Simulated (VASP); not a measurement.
Here is a VASP 6.6.1 calculation.

Contents of POSCAR:

```
BP
1.0
    0.0000000000      2.6185227615      1.7020397949
    2.6185227615      0.0000000000      1.7020397949
    2.6185227615      2.6185227615      0.0000000000
B P
1 1
Direct
    0.0000000000      0.0000000000      0.0000000000
    0.7500000000      0.7500000000      0.7500000000
```

Contents of INCAR.step1:

```
PREC = Accurate
ENCUT = 520
ISMEAR = 0
SIGMA = 0.05
LREAL = False
LASPH = True
NELM = 60
NBANDS = 11
GGA = PE
ALGO = Normal
EDIFF = 1E-4
LWAVE = True
LCHARG = False
```

The input INCAR.step2:

```
PREC = Accurate
ENCUT = 520
EDIFF = 1E-6
ISMEAR = 0
SIGMA = 0.05
LREAL = False
LASPH = True
NELM = 60
ALGO = Normal
ISIF = 2
LWAVE = False
LCHARG = True
METAGGA = R2SCAN
LMIXTAU = True
LELF = True
LVHAR = True
NBANDS = 11
ISTART = 1
```

Contents of KPOINTS:

```
Automatic mesh
0
Gamma
  12 12 12
```

Potentials or basis: VASP PAW PBE potentials, release 64 (B, P).

The run is started by

```sh
$ cat potpaw_PBE.64/B/POTCAR potpaw_PBE.64/P/POTCAR > POTCAR
$ cp INCAR.step1 INCAR
$ mpirun -np 1 vasp_std > vasp.out
$ cp INCAR.step2 INCAR
$ mpirun -np 1 vasp_std > vasp.out
```

Question: Estimate the pressure.

Answer: -6.8 GPa.

Question: Estimate the band gap on the k mesh.

Answer: Zero (band 4 reaches 9.98 eV, above the bottom of band 5 at 5.54 eV).

Stress tensor (GPa, compression positive):
```
-22.50   0.00   0.00
  0.00 -22.50   0.00
  0.00   0.00  24.48
```

Caveat: the PAW data sets were made with another functional, which shifts forces and pressure a little.
